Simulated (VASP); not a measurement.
Write the native input for VASP 6.6.1 that does the following.

* Task: single point
* Functional: PBE-based global hybrid with 15 % exact exchange
* Potentials or basis: VASP PAW PBE potentials, release 64 (Ba_sv, S)
* Cutoff: 520 eV
* k mesh: 4 × 4 × 4
* Occupations: gaussian, width 0.05 eV
* Spin: no spin polarisation
* Dipole correction: no
* Grid for exact exchange (PRECFOCK): Normal
* Share of exact exchange: 0.15
* Further INCAR settings: ALGO = Normal; EDIFF = 1e-06; NBANDS = 15

Crystal: BaS.

```xyz
2
Lattice="0.0000 3.1938 3.1938 3.1938 0.0000 3.1938 3.1938 3.1938 0.0000" Properties=species:S:1:pos:R:3 pbc="T T T"
Ba    3.1938    3.1938    3.1938
S     0.0000    0.0000    0.0000
```

The input as run:

POSCAR

```
BaS
1.0
    0.0000000000      3.1937508250      3.1937508250
    3.1937508250      0.0000000000      3.1937508250
    3.1937508250      3.1937508250      0.0000000000
Ba S
1 1
Direct
    0.5000000000      0.5000000000      0.5000000000
    0.0000000000      0.0000000000      0.0000000000
```

INCAR.step1

```
SYSTEM = BaS
PREC = Accurate
ENCUT = 520
EDIFF = 1E-5
ISMEAR = 0
SIGMA = 0.05
LREAL = .FALSE.
LASPH = .TRUE.
NELM = 100
ALGO = Normal
ISIF = 2
LWAVE = .TRUE.
LCHARG = .FALSE.
GGA = PE
NBANDS = 15
```

INCAR.step2

```
SYSTEM = BaS
PREC = Accurate
ENCUT = 520
EDIFF = 1E-6
ISMEAR = 0
SIGMA = 0.05
LREAL = .FALSE.
LASPH = .TRUE.
NELM = 100
ALGO = Normal
ISIF = 2
LWAVE = .FALSE.
LCHARG = .FALSE.
GGA = PE
LHFCALC = .TRUE.
AEXX = 0.15
PRECFOCK = Normal
ISTART = 1
NBANDS = 15
```

KPOINTS

```
regular mesh
0
G
  4 4 4
  0 0 0
```

Potentials or basis: VASP PAW PBE potentials, release 64 (Ba_sv, S).

Launch:

```bash
$ cat potpaw_PBE.64/Ba_sv/POTCAR potpaw_PBE.64/S/POTCAR > POTCAR
$ cp INCAR.step1 INCAR
$ mpirun -np 1 vasp_std > vasp.out
$ cp INCAR.step2 INCAR
$ mpirun -np 1 vasp_std > vasp.out
```

Results of the run:

The pressure is 1.1 GPa and the band gap on the k mesh is 3.07 eV (least direct gap 3.23 eV).

Caveat: the k points lie up to 0.43 Å⁻¹ apart; the PAW data sets were made with another functional, which shifts forces and pressure a little; spin-orbit coupling is left out, which moves the levels of the heavy elements.

It took 9.6 min on 1 thread of AMD EPYC 7R13 Processor (Zen 3), on a shared host, peak memory 0.19 GiB.
